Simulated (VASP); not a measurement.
# BaO (Fm-3m) in VASP: single point with r2SCAN+D4

Aim: the single point of BaO with r2SCAN+D4.

All numbers are computed with VASP 6.6.1; they aren't measurements. Logs are shortened: lines on timing, memory, paths and dates and some standing lists are left out, and cuts for length are marked.

### 1 The cell of the first run

Symmetry: Fm-3m, No. 225, cubic system. Conventional cell: a = 5.500 Å, b = 5.500 Å, c = 5.500 Å, α = 90.00°, β = 90.00°, γ = 90.00°. Ba (site symmetry m-3m) has 6 O at 2.75 Å within 3.6 Å. Within 3.6 Å of O (site symmetry m-3m) lie 6 Ba at 2.75 Å.

### 2 Single point, r2SCAN+D4

The input, POSCAR:

```
BaO
1.0
    0.0000000000      2.7500000000      2.7500000000
    2.7500000000      0.0000000000      2.7500000000
    2.7500000000      2.7500000000      0.0000000000
Ba O
1 1
Direct
    0.0000000000      0.0000000000      0.0000000000
    0.5000000000      0.5000000000      0.5000000000
```

The input, INCAR.step1:

```
SYSTEM = BaO
PREC     = Accurate       ! precision mode
ENCUT    = 660            ! plane-wave cutoff, eV
ISMEAR   = 0              ! smearing method
SIGMA    = 0.01           ! smearing width, eV
LREAL    = .False.        ! projectors in reciprocal space
LASPH    = .True.         ! aspherical terms in the spheres
NELM     = 120            ! most SCF steps
NBANDS   = 15             ! bands
GGA      = PE             ! functional
ALGO     = Normal         ! electronic algorithm
EDIFF    = 1E-5           ! SCF threshold, eV
LWAVE    = .True.         ! write WAVECAR
LCHARG   = .False.        ! write CHGCAR
GGA_COMPAT= .False.
```

The input, INCAR.step2:

```
SYSTEM = BaO
PREC     = Accurate       ! precision mode
ENCUT    = 660            ! plane-wave cutoff, eV
EDIFF    = 1E-6           ! SCF threshold, eV
ISMEAR   = 0              ! smearing method
SIGMA    = 0.01           ! smearing width, eV
LREAL    = .False.        ! projectors in reciprocal space
LASPH    = .True.         ! aspherical terms in the spheres
NELM     = 120            ! most SCF steps
ALGO     = Normal         ! electronic algorithm
ISIF     = 2              ! what is computed and relaxed
LWAVE    = .False.        ! write WAVECAR
LCHARG   = .True.         ! write CHGCAR
METAGGA  = R2SCAN         ! meta-GGA
LMIXTAU  = .True.       
IVDW     = 13             ! dispersion correction
VDW_S6   = 1.0          
VDW_S8   = 0.6018749    
VDW_A1   = 0.51559235   
VDW_A2   = 5.77342911   
LELF     = .True.         ! ELF
LVHAR    = .True.       
NBANDS   = 15             ! bands
ISTART   = 1            
GGA_COMPAT= .False.
```

The input, KPOINTS:

```
Automatic mesh
0
Gamma
  4 4 4
  0 0 0
```

Potentials or basis: VASP PAW PBE potentials, release 64 (Ba_sv, O).

On the command line:

```bash
cat potpaw_PBE.64/Ba_sv/POTCAR potpaw_PBE.64/O/POTCAR > POTCAR
cp INCAR.step1 INCAR
mpirun -np 1 vasp_std > vasp.out
cp INCAR.step2 INCAR
mpirun -np 1 vasp_std > vasp.out
```

OUTCAR:

```text
SYSTEM = BaO
   PREC = Accurate
   ENCUT = 660
   EDIFF = 1E-6
   ISMEAR = 0
   LREAL = .False.
   LASPH = .True.
   NELM = 120
   ISIF = 2
   METAGGA = R2SCAN
   IVDW = 13
   ISTART = 1

 ion  position               nearest neighbor table
   1  0.000  0.000  0.000-   2 2.75   2 2.75   2 2.75   2 2.75   2 2.75   2 2.75
   2  0.500  0.500  0.500-   1 2.75   1 2.75   1 2.75   1 2.75   1 2.75   1 2.75

  LATTYP: Found a face centered cubic cell.
 ALAT       =     5.5000000000

  Lattice vectors:

 A1 = (   0.0000000000,   2.7500000000,   2.7500000000)
 A2 = (   2.7500000000,   0.0000000000,   2.7500000000)
 A3 = (   2.7500000000,   2.7500000000,   0.0000000000)

Analysis of symmetry for initial positions (statically):
=====================================================================
 Subroutine PRICEL returns:
 Original cell was already a primitive cell.

 Routine SETGRP: Setting up the symmetry group for a
 face centered cubic supercell.

 Subroutine GETGRP returns: Found 48 space group operations
 (whereof 48 operations were pure point group operations)
 out of a pool of 48 trial point group operations.

The static configuration has the point symmetry O_h .

Analysis of symmetry for dynamics (positions and initial velocities):
=====================================================================
 Subroutine PRICEL returns:
 Original cell was already a primitive cell.

 Routine SETGRP: Setting up the symmetry group for a
 face centered cubic supercell.

 Subroutine GETGRP returns: Found 48 space group operations
 (whereof 48 operations were pure point group operations)
 out of a pool of 48 trial point group operations.

The dynamic configuration has the point symmetry O_h .

 Subroutine INISYM returns: Found 48 space group operations
 (whereof 48 operations are pure point group operations),
 and found     1 'primitive' translations

----------------------------------------------------------------------------------------

                                     Primitive cell

  volume of cell :      41.5938

  direct lattice vectors                    reciprocal lattice vectors
     0.000000000  2.750000000  2.750000000    -0.181818182  0.181818182  0.181818182
     2.750000000  0.000000000  2.750000000     0.181818182 -0.181818182  0.181818182
     2.750000000  2.750000000  0.000000000     0.181818182  0.181818182 -0.181818182

  length of vectors
     3.889087297  3.889087297  3.889087297     0.314918329  0.314918329  0.314918329

  position of ions in fractional coordinates (direct lattice)
     0.000000000  0.000000000  0.000000000
     0.500000000  0.500000000  0.500000000

  ion indices of the primitive-cell ions
   primitive index   ion index
                 1           1
                 2           2

----------------------------------------------------------------------------------------

 KPOINTS: Automatic mesh

Automatic generation of k-mesh.
 Grid dimensions read from file:
 generate k-points for:    4    4    4

 Generating k-lattice:

  Cartesian coordinates                     Fractional coordinates (reciprocal lattice)
    -0.045454545  0.045454545  0.045454545     0.250000000  0.000000000  0.000000000
     0.045454545 -0.045454545  0.045454545     0.000000000  0.250000000  0.000000000
     0.045454545  0.045454545 -0.045454545     0.000000000  0.000000000  0.250000000

  Length of vectors
     0.078729582  0.078729582  0.078729582

  Shift w.r.t. Gamma in fractional coordinates (k-lattice)
     0.000000000  0.000000000  0.000000000

 Subroutine IBZKPT returns following result:
 ===========================================

 Found      8 irreducible k-points:

 Following reciprocal coordinates:
            Coordinates               Weight
  0.000000  0.000000  0.000000      1.000000
  0.250000  0.000000  0.000000      8.000000
  0.500000  0.000000  0.000000      4.000000
  0.250000  0.250000  0.000000      6.000000
  0.500000  0.250000  0.000000     24.000000
 -0.250000  0.250000  0.000000     12.000000
  0.500000  0.500000  0.000000      3.000000
 -0.250000  0.500000  0.250000      6.000000
   k-points           NKPTS =      8   k-points in BZ     NKDIM =      8   number of bands    NBANDS=     15
   number of dos      NEDOS =    301   number of ions     NIONS =      2
   total plane-waves  NPLWV =  46656
   dimension x,y,z NGX =    36 NGY =   36 NGZ =   36
   dimension x,y,z NGXF=    72 NGYF=   72 NGZF=   72
   ions per type =               1   1
   NGX,Y,Z   is equivalent  to a cutoff of  15.39, 15.39, 15.39 a.u.
   NGXF,Y,Z  is equivalent  to a cutoff of  30.78, 30.78, 30.78 a.u.
 SYSTEM =  BaO
   PREC   = accura    normal or accurate (medium, high low for compatibility)
   ISTART =      1    job   : 0-new  1-cont  2-samecut
   ICHARG =      0    charge: 1-file 2-atom 10-const
   ISPIN  =      1    spin polarized calculation?
   LNONCOLLINEAR =      F non collinear calculations
   LSORBIT =      F    spin-orbit coupling
   LASPH  =      T    aspherical Exc in radial PAW
   ENCUT  =  660.0 eV  48.51 Ry    6.96 a.u.   8.15  8.15  8.15*2*pi/ulx,y,z
   NELM   =    120;   NELMIN=  2; NELMDL=  0     # of ELM steps
   EDIFF  = 0.1E-05   stopping-criterion for ELM
   LREAL  =      F    real-space projection
   EDIFFG = 0.1E-04   stopping-criterion for IOM
   NSW    =      0    number of steps for IOM
   IBRION =     -1    ionic relax: 0-MD 1-quasi-New 2-CG
   NFREE  =      0    steps in history (QN), initial steepest desc. (CG)
   ISIF   =      2    stress and relaxation
   ISYM   =      2    0-nonsym 1-usesym 2-fastsym
   POTIM  = 0.5000    time-step for ionic-motion
   TEBEG  =    0.0;   TEEND  =   0.0 temperature during run
   PSTRESS=    0.0 pullay stress
   NELECT =      16.0000    total number of electrons
   NUPDOWN=      -1.0000    fix difference up-down
   EMIN   =  10.00;   EMAX   =-10.00  energy-range for DOS
   EFERMI =   0.00;   METHOD = LEGACY
   ISMEAR =     0;   SIGMA  =   0.01  broadening in eV -4-tet -1-fermi 0-gaus
   EFERMI_NEDOS =   21; number of points for ismear=-14 and -15
   IALGO  =     38    algorithm
   IMIX   =      4    mixing-type and parameters
     AMIX     =   0.40;   BMIX     =  1.00
     AMIX_MAG =   1.60;   BMIX_MAG =  1.00
  volume/ion in A,a.u.               =      20.80       140.34
  Fermi-wavevector in a.u.,A,eV,Ry     =   1.190617  2.249940 19.287200  1.417569
  Thomas-Fermi vector in A             =   2.326698
   LORBIT       =      0    0 simple, 1 ext, 2 COOP (PROOUT), +10 PAW based schemes
   METAGGA = R2SCAN    functional components
   LHFCALC =     F    Hartree Fock is set to
   AEXX    =    0.0000 exact exchange contribution
   IVDW    =    13    specifies the selected vdW correction
   LEPSILON=     F    determine dielectric tensor
   LRPA    =     F    only Hartree local field effects (RPA)
 non-spin polarized calculation
 Gauss-broadening in eV      SIGMA  =   0.01
  energy-cutoff  :      660.00
  volume of cell :       41.59
 maximum number of plane-waves:      1639
 NGX is ok and might be reduce to    36
   NGX = 17   NGY = 17   NGZ = 17

 number of electron      16.0000001 magnetization

 Free energy of the ion-electron system (eV)
  ---------------------------------------------------
  ext. energy  EPLUGINS =         0.00000000
  ---------------------------------------------------
  free energy    TOTEN  =       -37.80632715 eV

  energy without entropy =      -37.80632715  energy(sigma->0) =      -37.80632715

 E-fermi :   1.8771     XC(G=0): -10.2712

 val. band max:        1.8092946179   @ k =   0.5000   0.5000   0.0000
 cond. band min:       4.0371978104   @ k =   0.5000   0.5000   0.0000
 fundamental gap:      2.2279031926
 Fermi energy:         1.8771058777

 k-point     1 :       0.0000    0.0000    0.0000
  band No.  band energies     occupation
      1     -24.8809      2.00000
      2     -14.2401      2.00000
      3      -8.9165      2.00000
      4      -8.9165      2.00000
      5      -8.9165      2.00000
      6       1.3772      2.00000
      7       1.3772      2.00000
      8       1.3772      2.00000
      9       6.0302      0.00000
     10       6.9116      0.00000
     11       6.9116      0.00000
     12       6.9116      0.00000
     13       9.4087      0.00000
     14       9.4087      0.00000
     15      12.2000      0.00000

 k-point     2 :       0.2500    0.0000    0.0000
  band No.  band energies     occupation
      1     -24.7366      2.00000
      2     -14.6122      2.00000
      3      -9.0628      2.00000
      4      -8.9779      2.00000
      5      -8.9779      2.00000
      6       0.4417      2.00000
      7       0.7330      2.00000
      8       0.7330      2.00000
      9       6.6550      0.00000
     10       8.0369      0.00000
     11       8.0369      0.00000
     12       8.2893      0.00000
     13      10.8742      0.00000
     14      10.8742      0.00000
     15      15.4160      0.00000

 k-point     3 :       0.5000    0.0000    0.0000
  band No.  band energies     occupation
      1     -24.5839      2.00000
      2     -14.9902      2.00000
      3      -9.1902      2.00000
      4      -9.0363      2.00000
      5      -9.0363      2.00000
      6      -0.2535      2.00000
      7       0.2050      2.00000
      8       0.2050      2.00000
      9       7.1429      0.00000
     10       9.5253      0.00000
     11       9.5253      0.00000
     12      10.6270      0.00000
     13      13.1295      0.00000
     14      13.1295      0.00000
     15      16.1719      0.00000

 k-point     4 :       0.2500    0.2500    0.0000
  band No.  band energies     occupation
      1     -24.6939      2.00000
      2     -14.5438      2.00000
      3      -9.2378      2.00000
      4      -9.2378      2.00000
      5      -9.2184      2.00000
      6       0.3664      2.00000
      7       1.3972      2.00000
      8       1.3972      2.00000
      9       5.0944      0.00000
     10       7.7395      0.00000
     11       9.2517      0.00000
     12       9.2517      0.00000
     13      10.2566      0.00000
     14      11.4437      0.00000
     15      16.3921      0.00000

 k-point     5 :       0.5000    0.2500    0.0000
  band No.  band energies     occupation
      1     -24.5470      2.00000
      2     -14.7372      2.00000
      3      -9.8340      2.00000
      4      -9.3542      2.00000
      5      -9.3000      2.00000
      6       0.7101      2.00000
      7       0.9003      2.00000
      8       0.9939      2.00000
      9       5.7622      0.00000
     10       8.7432      0.00000
     11      10.0072      0.00000
     12      10.4501      0.00000
     13      12.3354      0.00000
     14      13.7508      0.00000
     15      15.5792      0.00000

 k-point     6 :      -0.2500    0.2500    0.0000
  band No.  band energies     occupation
      1     -24.5919      2.00000
      2     -14.7931      2.00000
      3      -9.6630      2.00000
      4      -9.1547      2.00000
      5      -9.0452      2.00000
      6       0.0938      2.00000
      7       0.3376      2.00000
      8       1.3758      2.00000
      9       6.9400      0.00000
     10       8.0348      0.00000
     11       8.9579      0.00000
     12       9.7456      0.00000
     13      12.2309      0.00000
     14      13.8175      0.00000
     15      15.4629      0.00000

 k-point     7 :       0.5000    0.5000    0.0000
  band No.  band energies     occupation
      1     -24.5089      2.00000
      2     -14.4585      2.00000
      3     -10.4915      2.00000
      4      -9.5389      2.00000
      5      -9.5389      2.00000
      6       1.6009      2.00000
      7       1.6009      2.00000
      8       1.8093      2.00000
      9       4.0372      0.00000
     10       8.4640      0.00000
     11      11.4482      0.00000
     12      11.9193      0.00000
     13      12.1609      0.00000
     14      12.1609      0.00000
     15      16.4389      0.00000

 k-point     8 :      -0.2500    0.5000    0.2500
  band No.  band energies     occupation
      1     -24.5017      2.00000
      2     -14.6517      2.00000
      3     -10.0467      2.00000
      4     -10.0467      2.00000
      5      -9.0007      2.00000
      6       0.3746      2.00000
      7       1.5826      2.00000
      8       1.5826      2.00000
      9       6.7976      0.00000
     10       6.7976      0.00000
     11       9.3411      0.00000
     12      12.1839      0.00000
     13      12.4080      0.00000
     14      14.8200      0.00000
     15      16.0415      0.00000

------------------------ aborting loop because EDIFF is reached ----------------------------------------

  DFT-D4 for vdW energy calculation

  Edisp (eV):   -0.13696

  FORCE on cell =-STRESS in cart. coord.  units (eV):
  Direction    XX          YY          ZZ          XY          YZ          ZX
  --------------------------------------------------------------------------------------
  -------------------------------------------------------------------------------------
  Total       0.81102     0.81102     0.81102    -0.00000     0.00000    -0.00000
  in kB      31.24038    31.24038    31.24038    -0.00000     0.00000    -0.00000
  external pressure =       31.24 kB  Pullay stress =        0.00 kB

 VOLUME and BASIS-vectors are now :
 -----------------------------------------------------------------------------
  energy-cutoff  :      660.00
  volume of cell :       41.59
      direct lattice vectors                 reciprocal lattice vectors
     0.000000000  2.750000000  2.750000000    -0.181818182  0.181818182  0.181818182
     2.750000000  0.000000000  2.750000000     0.181818182 -0.181818182  0.181818182
     2.750000000  2.750000000  0.000000000     0.181818182  0.181818182 -0.181818182

 POSITION                                       TOTAL-FORCE (eV/Angst)
 -----------------------------------------------------------------------------------
      0.00000      0.00000      0.00000        -0.000000      0.000000      0.000000
      2.75000      2.75000      2.75000         0.000000     -0.000000     -0.000000
 -----------------------------------------------------------------------------------
    total drift:                                0.000000      0.000000      0.000000

  FREE ENERGIE OF THE ION-ELECTRON SYSTEM (eV)
  ---------------------------------------------------
  free  energy   TOTEN  =       -37.9432882599 eV

  energy  without entropy=      -37.9432882599  energy(sigma->0) =      -37.94328826
```

It took 41 s on 1 thread of AMD EPYC 7R13 (Zen 3), shared host; peak memory 0.18 GiB.

Results:

```
Free energy                : -37.9433 eV
Pressure                   : 3.1 GPa
Band gap on the k mesh     : 2.23 eV
Dispersion energy per atom : -0.068 eV
```

Caveat: the k points lie up to 0.49 Å⁻¹ apart; the PAW data sets were made with another functional, which shifts forces and pressure a little; spin-orbit coupling is left out, which moves the levels of the heavy elements.
